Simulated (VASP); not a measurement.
# CuF3: single point with PBE

The system is CuF3.

```xyz
4
Lattice="3.7892 0.0000 0.0000 0.0000 3.7892 0.0000 0.0000 0.0000 3.7892" Properties=species:S:1:pos:R:3 pbc="T T T"
Cu    0.0000    0.0000    0.0000
F     1.8946    0.0000    0.0000
F     0.0000    0.0000    1.8946
F     0.0000    1.8946    0.0000
```

| Quantity | Value |
| --- | --- |
| Program | VASP 6.6.1 |
| Task | single point |
| Functional | PBE |
| Potentials or basis | VASP PAW PBE potentials, release 64 (Cu, F) |
| Cutoff | 520 eV |
| k mesh | 10 × 10 × 10 |
| Occupations | gaussian, width 0.05 eV |
| Spin | collinear spin |
| Starting moments | [0.5, 0.0, 0.0, 0.0] μB |
| Dipole correction | no |
| Further INCAR settings | ALGO = Normal; EDIFF = 1e-06; NBANDS = 28 |

* Pressure: 0.5 GPa
* Net moment: 0.17 μB per cell
* Site moments: Cu +0.11; F +0.02 μB
* Valence electrons inside the program's atomic spheres: Cu 9.68; F 6.05

Levels at points of the mesh, in eV from the Fermi level:
Spin up:
```
           k point  band 12  band 13  band 14  band 15  band 16  band 17  band 18  band 19  band 20  band 21
(0.00, 0.00, 0.00)    -1.25    -1.25    -1.25    -1.22    -1.22    -1.22     6.91    11.72    17.13    17.13
(0.50, 0.00, 0.00)    -1.37    -1.22    -1.22    -0.58    -0.58    -0.18     9.94    10.84    15.21    17.65
(0.50, 0.50, 0.00)    -1.26    -0.74    -0.57    -0.57    -0.55     1.46    12.41    12.51    12.98    12.98
(0.50, 0.50, 0.50)    -0.72    -0.54    -0.54    -0.54     1.47     1.47    12.36    13.65    13.65    13.65
```
Spin down:
| k point | band 14 | band 15 | band 16 | band 17 | band 18 | band 19 |
| --- | --- | --- | --- | --- | --- | --- |
| (0.00, 0.00, 0.00) | -1.22 | -1.20 | -1.20 | -1.20 | 6.93 | 11.74 |
| (0.50, 0.00, 0.00) | -1.20 | -0.54 | -0.54 | -0.01 | 9.98 | 10.84 |
| (0.50, 0.50, 0.00) | -0.53 | -0.53 | -0.52 | 1.62 | 12.46 | 12.52 |
| (0.50, 0.50, 0.50) | -0.52 | -0.52 | 1.63 | 1.63 | 12.35 | 13.67 |

It took 3.2 min on 1 thread of Oxide Virtual Turin-like Processor, with other jobs on the host, peak memory 0.22 GiB.

Caveat: a moment this small can come from the mesh or the smearing. With open d or f shells a metallic result of PBE can be an artefact of self-interaction; +U or a hybrid may open a gap.
